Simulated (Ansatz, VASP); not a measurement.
# SrO: VASP beside Ansatz

```
Sr O
1.0
     4.27547    0.00000    0.00000
    -2.13773    3.70266    0.00000
     0.00000    0.00000    5.15559
Sr O
2 2
Cartesian
  0.0000 2.4684 4.8366
  2.1377 1.2342 2.2588
  0.0000 2.4684 2.2523
  2.1377 1.2342 4.8301
```

Alike in both runs: task relaxation of cell and atoms; functional r2SCAN; k mesh 6 × 6 × 4; no spin polarisation.

|  | VASP | Ansatz |
| --- | --- | --- |
| version | VASP 6.6.1 | Ansatz 0.2.0 |
| potentials or method | VASP PAW PBE potentials, release 64 (Sr_sv, O) | plane waves, PAW |
| plane-wave cutoff (eV) | 600 | 500 |
| occupations | gaussian, width 0.01 eV | fixed |
| valence electrons in the cell | 32 | 32 |

|  | VASP | Ansatz | Ansatz less VASP |
| --- | --- | --- | --- |
| relaxed volume (Å³/atom) | 20.42 | 20.31 | -0.113 |
| relaxed length of the cell vector where the two differ most in proportion (Å) | 4.279 | 4.270 | -0.0092 |

VASP's potentials were made for PBE, not for r2SCAN.
